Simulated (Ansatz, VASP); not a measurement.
**One calculation of MoH6, two programs**

```
H Mo
1.0
     0.00000    3.23235    3.23235
     3.23235    0.00000    3.23235
     3.23235    3.23235    0.00000
H Mo
6 1
Direct
  0.50000 0.50000 0.00000
  0.50000 0.00000 0.50000
  0.00000 0.00000 0.50000
  0.00000 0.50000 0.00000
  0.00000 0.50000 0.50000
  0.50000 0.00000 0.00000
  0.00000 0.00000 0.00000
```

Change from the starting cell: species swapped into the Zn6Mo type (Fm-3m, No. 225).

Alike in both runs: task relaxation of cell and atoms; functional PBE; k mesh 3 × 3 × 3; occupations gaussian, width 0.15 eV; no spin polarisation.

|  | VASP | Ansatz |
| --- | --- | --- |
| version | VASP 6.6.1 | Ansatz 0.2.0 |
| potentials or method | VASP PAW PBE potentials, release 64 (H, Mo_sv), cutoff 500 eV | scalar-relativistic, plane waves, PAW |
| valence electrons in the cell | 20 | 20 |

|  | VASP | Ansatz | Ansatz less VASP |
| --- | --- | --- | --- |
| gap on the k mesh at the Fermi level, each at its own relaxed structure (eV) | 2.20 | 2.19 | -0.007 |
| relaxed volume (Å³/atom) | 5.21 | 5.22 | +0.009 |
| relaxed cell length with the largest relative difference (Å) | 3.723 | 3.725 | +0.0022 |

The k mesh is coarse, so the values compare programs but aren't converged. Noted on VASP's run: the volume moved by over 15 % at a fixed basis, so the end points are rough.
